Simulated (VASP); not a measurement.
Here is a VASP 6.6.1 calculation.

File INCAR:

```
SYSTEM = Nb
PREC = Accurate
ENCUT = 520
EDIFF = 1E-6
ISMEAR = -1
SIGMA = 0.05
LREAL = .FALSE.
LASPH = .TRUE.
NELM = 80
ALGO = Fast
ISIF = 2
LWAVE = .FALSE.
LCHARG = .TRUE.
GGA = PE
LELF = .TRUE.
LVHAR = .TRUE.
NBANDS = 12
```

Contents of KPOINTS:

```
regular mesh
0
G
  8 8 8
  0 0 0
```

The input POSCAR:

```
Nb
1.0
    0.0000000000      2.1150000000      2.1150000000
    2.1150000000      0.0000000000      2.1150000000
    2.1150000000      2.1150000000      0.0000000000
Nb
1
Direct
    0.0000000000      0.0000000000      0.0000000000
```

Potentials or basis: VASP PAW PBE potentials, release 64 (Nb_sv).

The run is started by

```bash
$ cat potpaw_PBE.64/Nb_sv/POTCAR > POTCAR
$ mpirun -np 1 vasp_std > vasp.out
```

Problem. What does it give for the band gap on the k mesh?

Solution. Zero (an odd number of electrons rules out a gap without spin polarisation).

Problem. What does it give for the pressure?

Solution. -2.1 GPa.
